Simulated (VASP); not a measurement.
# KBr (I4/mmm) in VASP: single point with HSE06

Aim: the single point of KBr with HSE06.

Everything below comes from runs of VASP 6.6.1. Logs are shortened: lines on timing, memory, paths and dates and some standing lists are left out, and cuts for length are marked.

## Step 1: The cell of the first run

The structure is tetragonal, space group I4/mmm (No. 139). The conventional cell has a = 4.430 Å, b = 4.430 Å, c = 6.700 Å, α = 90.00°, β = 90.00°, γ = 90.00°. Within 4.1 Å of K (site symmetry 4/mmm) lie 6 Br at 3.13 to 3.35 Å. Within 4.1 Å of Br (site symmetry 4/mmm) lie 6 K at 3.13 to 3.35 Å.

## Step 2: Single point, HSE06 (epitaxial xy strain -5.2%)

The input, POSCAR:

```
KBr
1.0
    0.0000000000      3.1321820574      3.3499521082
    3.1321820574      0.0000000000      3.3499521082
    3.1321820574      3.1321820574      0.0000000000
K Br
1 1
Direct
    0.0000000000      0.0000000000      0.0000000000
    0.5000000000      0.5000000000      0.5000000000
```

The input, INCAR.step1:

```
ALGO = Normal
EDIFF = 1E-5
ENCUT = 520
GGA = PE
ISIF = 2
ISMEAR = 0
LASPH = True
LCHARG = False
LREAL = False
LWAVE = True
NBANDS = 15
NELM = 60
PREC = Accurate
SIGMA = 0.01
```

The input, INCAR.step2:

```
ALGO = Normal
EDIFF = 1E-7
ENCUT = 520
GGA = PE
HFSCREEN = 0.2079
ISIF = 2
ISMEAR = 0
ISTART = 1
LASPH = True
LCHARG = False
LHFCALC = True
LREAL = False
LWAVE = False
NBANDS = 15
NELM = 60
PREC = Accurate
PRECFOCK = Normal
SIGMA = 0.01
```

The input, KPOINTS:

```
k-points
0
Gamma
  4 4 4
```

Potentials or basis: VASP PAW PBE potentials, release 64 (K_sv, Br).

Launch:

```bash
cat potpaw_PBE.64/K_sv/POTCAR potpaw_PBE.64/Br/POTCAR > POTCAR
cp INCAR.step1 INCAR
mpirun -np 1 vasp_std > vasp.out
cp INCAR.step2 INCAR
mpirun -np 1 vasp_std > vasp.out
```

OUTCAR:

```text
EDIFF = 1E-7
   ENCUT = 520
   GGA = PE
   HFSCREEN = 0.2079
   ISIF = 2
   ISMEAR = 0
   ISTART = 1
   LASPH = True
   LHFCALC = True
   LREAL = False
   NELM = 60
   PREC = Accurate
   PRECFOCK = Normal

 ion  position               nearest neighbor table
   1  0.000  0.000  0.000-   2 3.13   2 3.13   2 3.13   2 3.13
   2  0.500  0.500  0.500-   1 3.13   1 3.13   1 3.13   1 3.13

  LATTYP: Found a body centered tetragonal cell.
 ALAT       =     4.4295743454
 C/A-ratio  =     1.5125390600

  Lattice vectors:

 A1 = (  -3.1321820574,   0.0000000000,   3.3499521082)
 A2 = (   3.1321820574,   0.0000000000,   3.3499521082)
 A3 = (   0.0000000000,   3.1321820574,  -3.3499521082)

Analysis of symmetry for initial positions (statically):
=====================================================================
 Subroutine PRICEL returns:
 Original cell was already a primitive cell.

 Routine SETGRP: Setting up the symmetry group for a
 body centered tetragonal supercell.

 Subroutine GETGRP returns: Found 16 space group operations
 (whereof 16 operations were pure point group operations)
 out of a pool of 16 trial point group operations.

The static configuration has the point symmetry D_4h.

Analysis of symmetry for dynamics (positions and initial velocities):
=====================================================================
 Subroutine PRICEL returns:
 Original cell was already a primitive cell.

 Routine SETGRP: Setting up the symmetry group for a
 body centered tetragonal supercell.

 Subroutine GETGRP returns: Found 16 space group operations
 (whereof 16 operations were pure point group operations)
 out of a pool of 16 trial point group operations.

The dynamic configuration has the point symmetry D_4h.

 Subroutine INISYM returns: Found 16 space group operations
 (whereof 16 operations are pure point group operations),
 and found     1 'primitive' translations

----------------------------------------------------------------------------------------

                                     Primitive cell

  volume of cell :      65.7298

  direct lattice vectors                    reciprocal lattice vectors
     0.000000000  3.132182057  3.349952108    -0.159633122  0.159633122  0.149255865
     3.132182057  0.000000000  3.349952108     0.159633122 -0.159633122  0.149255865
     3.132182057  3.132182057  0.000000000     0.159633122  0.159633122 -0.149255865

  length of vectors
     4.586146920  4.586146920  4.429574345     0.270634034  0.270634034  0.270634034

  position of ions in fractional coordinates (direct lattice)
     0.000000000  0.000000000  0.000000000
     0.500000000  0.500000000  0.500000000

  ion indices of the primitive-cell ions
   primitive index   ion index
                 1           1
                 2           2

----------------------------------------------------------------------------------------

 KPOINTS: k-points

Automatic generation of k-mesh.
 Grid dimensions read from file:
 generate k-points for:    4    4    4

 Generating k-lattice:

  Cartesian coordinates                     Fractional coordinates (reciprocal lattice)
    -0.039908280  0.039908280  0.037313966     0.250000000  0.000000000  0.000000000
     0.039908280 -0.039908280  0.037313966     0.000000000  0.250000000  0.000000000
     0.039908280  0.039908280 -0.037313966    -0.000000000 -0.000000000  0.250000000

  Length of vectors
     0.067658509  0.067658509  0.067658509

  Shift w.r.t. Gamma in fractional coordinates (k-lattice)
     0.000000000  0.000000000  0.000000000

 Subroutine IBZKPT returns following result:
 ===========================================

 Found     13 irreducible k-points:

 Following reciprocal coordinates:
            Coordinates               Weight
  0.000000  0.000000  0.000000      1.000000
  0.250000  0.000000  0.000000      8.000000
  0.500000  0.000000  0.000000      4.000000
  0.250000  0.250000  0.000000      2.000000
  0.500000  0.250000  0.000000      8.000000
 -0.250000  0.250000  0.000000      4.000000
  0.500000  0.500000  0.000000      1.000000
  0.250000  0.000000  0.250000      4.000000
  0.500000  0.000000  0.250000     16.000000
 -0.250000  0.000000  0.250000      8.000000
 -0.250000  0.500000  0.250000      4.000000
  0.500000  0.000000  0.500000      2.000000
 -0.250000  0.250000  0.500000      2.000000
   k-points           NKPTS =     13   k-points in BZ     NKDIM =     64   number of bands    NBANDS=     15
   number of dos      NEDOS =    301   number of ions     NIONS =      2
   total plane-waves  NPLWV =  46656
   dimension x,y,z NGX =    36 NGY =   36 NGZ =   36
   dimension x,y,z NGXF=    72 NGYF=   72 NGZF=   72
   ions per type =               1   1
   NGX,Y,Z   is equivalent  to a cutoff of  13.05, 13.05, 13.51 a.u.
   NGXF,Y,Z  is equivalent  to a cutoff of  26.10, 26.10, 27.02 a.u.
 SYSTEM =  unknown system
   PREC   = accura    normal or accurate (medium, high low for compatibility)
   ISTART =      1    job   : 0-new  1-cont  2-samecut
   ICHARG =      0    charge: 1-file 2-atom 10-const
   ISPIN  =      1    spin polarized calculation?
   LNONCOLLINEAR =      F non collinear calculations
   LSORBIT =      F    spin-orbit coupling
   LASPH  =      T    aspherical Exc in radial PAW
   ENCUT  =  520.0 eV  38.22 Ry    6.18 a.u.   8.53  8.53  8.24*2*pi/ulx,y,z
   NELM   =     60;   NELMIN=  2; NELMDL=  0     # of ELM steps
   EDIFF  = 0.1E-06   stopping-criterion for ELM
   LREAL  =      F    real-space projection
   EDIFFG = 0.1E-05   stopping-criterion for IOM
   NSW    =      0    number of steps for IOM
   IBRION =     -1    ionic relax: 0-MD 1-quasi-New 2-CG
   NFREE  =      0    steps in history (QN), initial steepest desc. (CG)
   ISIF   =      2    stress and relaxation
   ISYM   =      3    0-nonsym 1-usesym 2-fastsym
   POTIM  = 0.5000    time-step for ionic-motion
   TEBEG  =    0.0;   TEEND  =   0.0 temperature during run
   PSTRESS=    0.0 pullay stress
   NELECT =      16.0000    total number of electrons
   NUPDOWN=      -1.0000    fix difference up-down
   EMIN   =  10.00;   EMAX   =-10.00  energy-range for DOS
   EFERMI =   0.00;   METHOD = LEGACY
   ISMEAR =     0;   SIGMA  =   0.01  broadening in eV -4-tet -1-fermi 0-gaus
   EFERMI_NEDOS =   21; number of points for ismear=-14 and -15
   IALGO  =     38    algorithm
   IMIX   =      1    mixing-type and parameters
     AMIX     =   0.40;   BMIX     =  1.00
     AMIX_MAG =   1.60;   BMIX_MAG =  1.00
  volume/ion in A,a.u.               =      32.86       221.78
  Fermi-wavevector in a.u.,A,eV,Ry     =   1.022180  1.931640 14.216068  1.044852
  Thomas-Fermi vector in A             =   2.155845
   LORBIT       =      0    0 simple, 1 ext, 2 COOP (PROOUT), +10 PAW based schemes
   GGA     = PE    functional components
   LHFCALC =     T    Hartree Fock is set to
   PRECFOCK=normal    Normal, Fast or Accurate (Low or Medium for compatibility)
   ENCUT4O =  -1.0   cutoff for four orbital integrals eV
   NKREDX  =     1    reduce k-point grid by
   NKREDY  =     1    reduce k-point grid by
   NKREDZ  =     1    reduce k-point grid by
   AEXX    =    0.2500 exact exchange contribution
   HFSCREEN=    0.2079 screening length (either q_TF or 0.3 A-1)
   HFSCREENC=   0.2079 screening length for correlation (either q_TF or 0.3 A-1)
   ENCUTFOCK=  -1.0 apply spherical cutoff to Coloumb kernel
   IVDW    =     0    specifies the selected vdW correction
   LEPSILON=     F    determine dielectric tensor
   LRPA    =     F    only Hartree local field effects (RPA)
 non-spin polarized calculation
 Gauss-broadening in eV      SIGMA  =   0.01
  energy-cutoff  :      520.00
  volume of cell :       65.73
 maximum number of plane-waves:      1785
 NGX is ok and might be reduce to    36
  NGX = 28; NGY = 28; NGZ = 28

 number of electron      16.0000001 magnetization

 Free energy of the ion-electron system (eV)
  ---------------------------------------------------
  ext. energy  EPLUGINS =         0.00000000
  ---------------------------------------------------
  free energy    TOTEN  =        -7.08766684 eV

  energy without entropy =       -7.08766684  energy(sigma->0) =       -7.08766684

 E-fermi :  -2.1664     XC(G=0):  -6.4673

 val. band max:       -2.2154207293   @ k =   0.0000   0.0000   0.0000
 cond. band min:       3.6182342898   @ k =   0.0000   0.0000   0.0000
 fundamental gap:      5.8336550191
 Fermi energy:        -2.1664263004

 k-point     1 :       0.0000    0.0000    0.0000
  band No.  band energies     occupation
      1     -32.0140      2.00000
      2     -15.6958      2.00000
      3     -14.1536      2.00000
      4     -14.1536      2.00000
      5     -14.1407      2.00000
      6      -2.2706      2.00000
      7      -2.2154      2.00000
      8      -2.2154      2.00000
      9       3.6182      0.00000
     10       6.4573      0.00000
     11       6.9138      0.00000
     12       6.9138      0.00000
     13       7.6213      0.00000
     14       7.9307      0.00000
     15      10.7937      0.00000

 k-point     2 :       0.2500    0.0000    0.0000
  band No.  band energies     occupation
      1     -32.0092      2.00000
      2     -15.8177      2.00000
      3     -14.1508      2.00000
      4     -14.1497      2.00000
      5     -13.9664      2.00000
      6      -3.0433      2.00000
      7      -2.4769      2.00000
      8      -2.4489      2.00000
      9       4.9448      0.00000
     10       6.6596      0.00000
     11       7.4479      0.00000
     12       7.7007      0.00000
     13       8.5523      0.00000
     14       8.9063      0.00000
     15      11.9719      0.00000
[... 167 lines left out ...]
      3     -14.2962      2.00000
      4     -14.2286      2.00000
      5     -14.1858      2.00000
      6      -3.1625      2.00000
      7      -2.6262      2.00000
      8      -2.5960      2.00000
      9       4.6996      0.00000
     10       6.6234      0.00000
     11       8.9705      0.00000
     12       9.1746      0.00000
     13       9.5019      0.00000
     14      10.2214      0.00000
     15      10.8322      0.00000

 k-point    13 :      -0.2500    0.2500    0.5000
  band No.  band energies     occupation
      1     -32.0003      2.00000
      2     -15.6088      2.00000
      3     -14.2622      2.00000
      4     -14.2622      2.00000
      5     -14.0891      2.00000
      6      -2.9269      2.00000
      7      -2.9269      2.00000
      8      -2.8114      2.00000
      9       6.3437      0.00000
     10       6.3437      0.00000
     11       7.8455      0.00000
     12       8.8344      0.00000
     13       9.9817      0.00000
     14      10.4969      0.00000
     15      10.8533      0.00000

------------------------ aborting loop because EDIFF is reached ----------------------------------------

  FORCE on cell =-STRESS in cart. coord.  units (eV):
  Direction    XX          YY          ZZ          XY          YZ          ZX
  --------------------------------------------------------------------------------------
  -------------------------------------------------------------------------------------
  Total        1.4945641      1.4945641      0.2119614      0.0000000      0.0000000     -0.0000000
  in kB       36.4302829     36.4302829      5.1665983      0.0000000      0.0000000     -0.0000000
  external PRESSURE =      26.0090547 kB  Pullay stress =       0.0000000 kB

 VOLUME and BASIS-vectors are now :
 -----------------------------------------------------------------------------
  energy-cutoff  :      520.00
  volume of cell :       65.73
      direct lattice vectors                 reciprocal lattice vectors
     0.000000000  3.132182057  3.349952108    -0.159633122  0.159633122  0.149255865
     3.132182057  0.000000000  3.349952108     0.159633122 -0.159633122  0.149255865
     3.132182057  3.132182057  0.000000000     0.159633122  0.159633122 -0.149255865

 POSITION                                       TOTAL-FORCE (eV/Angst)
 -----------------------------------------------------------------------------------
      0.00000      0.00000      0.00000         0.000000      0.000000      0.000000
      3.13218      3.13218      3.34995        -0.000000     -0.000000     -0.000000
 -----------------------------------------------------------------------------------
    total drift:                               -0.000000     -0.000000     -0.000000

  FREE ENERGIE OF THE ION-ELECTRON SYSTEM (eV)
  ---------------------------------------------------
  free  energy   TOTEN  =        -7.0876668410 eV

  energy  without entropy=       -7.0876668410  energy(sigma->0) =       -7.08766684
```

Wall time 21 min (1 thread of AMD EPYC 7R43 (Zen 3), shared host); peak memory 0.29 GiB.

Results:

```yaml
Free_energy: -7.0877 eV
Pressure: 2.6 GPa
Band_gap_on_the_k_mesh: 5.83 eV
```

Stress tensor (GPa, compression positive):
```
3.64 0.00 0.00
0.00 3.64 0.00
0.00 0.00 0.52
```

Levels at points of the mesh, in eV from the valence-band top:
| k point | band 5 | band 6 | band 7 | band 8 | band 9 | band 10 | band 11 | band 12 |
| --- | --- | --- | --- | --- | --- | --- | --- | --- |
| (0.00, 0.00, 0.00) | -11.93 | -0.06 | 0.00 | 0.00 | 5.83 | 8.67 | 9.13 | 9.13 |
| (0.50, 0.00, 0.00) | -11.58 | -1.47 | -0.46 | -0.45 | 7.92 | 9.91 | 11.41 | 11.65 |
| (0.50, 0.50, 0.00) | -11.98 | -1.06 | -0.28 | -0.28 | 7.01 | 8.83 | 11.01 | 11.07 |
| (0.50, 0.00, 0.50) | -11.97 | -0.95 | -0.41 | -0.38 | 6.92 | 8.84 | 11.19 | 11.39 |

Caveat: the k points lie up to 0.43 Å⁻¹ apart; the cell differs from its parent crystal (epitaxial xy strain -5.2%); the PAW data sets were made with another functional, which shifts forces and pressure a little.
